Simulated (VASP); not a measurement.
Wanted: the native input for a VASP 6.6.1 run.

```yaml
Task: relaxation of cell and atoms
Functional: PBE
Potentials_or_basis: VASP PAW PBE potentials, release 64 (Be, Se)
Cutoff: 600 eV
k_mesh: 18 × 18 × 12
Occupations: gaussian, width 0.1 eV
Spin: no spin polarisation
Dipole_correction: no
Further_INCAR_settings: ALGO = Normal; EDIFF = 1e-07; IBRION = 2; EDIFFG = -0.01; NSW = 100; ISIF = 3
```

The structure of Be2Se lies in POSCAR:

```
Be2Se
1.0
    3.3502401048      0.0000000024      0.0000000000
   -1.6751200545      2.9013930384      0.0000000000
    0.0000000000      0.0000000000      4.3056169919
Be Se
2 1
Direct
    0.3333333333      0.6666666667      0.6878175280
    0.6666666667      0.3333333333      0.3121824720
    0.0000000000      0.0000000000      0.0000000000
```

The cell was built from a structure type or drawn by symmetry, and may not be a known phase.

One way to write it, as run:

INCAR

```
SYSTEM = Be2Se
PREC = Accurate ; ENCUT = 600
EDIFF = 1E-7 ; ISMEAR = 0
SIGMA = 0.1 ; LREAL = .FALSE.
LASPH = .TRUE. ; NELM = 60
ALGO = Normal ; ISIF = 3
LWAVE = .FALSE. ; LCHARG = .FALSE.
GGA = PE ; IBRION = 2
NSW = 100 ; EDIFFG = -0.01
```

KPOINTS

```
Automatic mesh
0
G
  18 18 12
  0 0 0
```

Potentials or basis: VASP PAW PBE potentials, release 64 (Be, Se).

Command:

```sh
$ cat potpaw_PBE.64/Be/POTCAR potpaw_PBE.64/Se/POTCAR > POTCAR
$ mpirun -np 1 vasp_std > vasp.out
```

It gave:

```
Relaxed volume                        : 13.98 Å³/atom
Relaxed cell                          : a = 3.352 Å, b = 3.352 Å, c = 4.312 Å, α = 90.00°, β = 90.00°, γ = 120.00°
Space group after relaxing (to 0.1 Å) : P-3m1 (No. 164)
Energy gained by relaxing             : 0.0 meV/atom
Ionic steps                           : 2
Pressure after relaxing               : 0.0 GPa
Largest force after relaxing          : 0.004 eV/Å
Band gap on the k mesh                : zero (bands 5 and 6 overlap by 2.50 eV)
```

Wall time 98 s on 1 thread of Intel(R) Xeon(R) Platinum 8488C (Sapphire Rapids), on a shared host, peak memory 0.35 GiB.
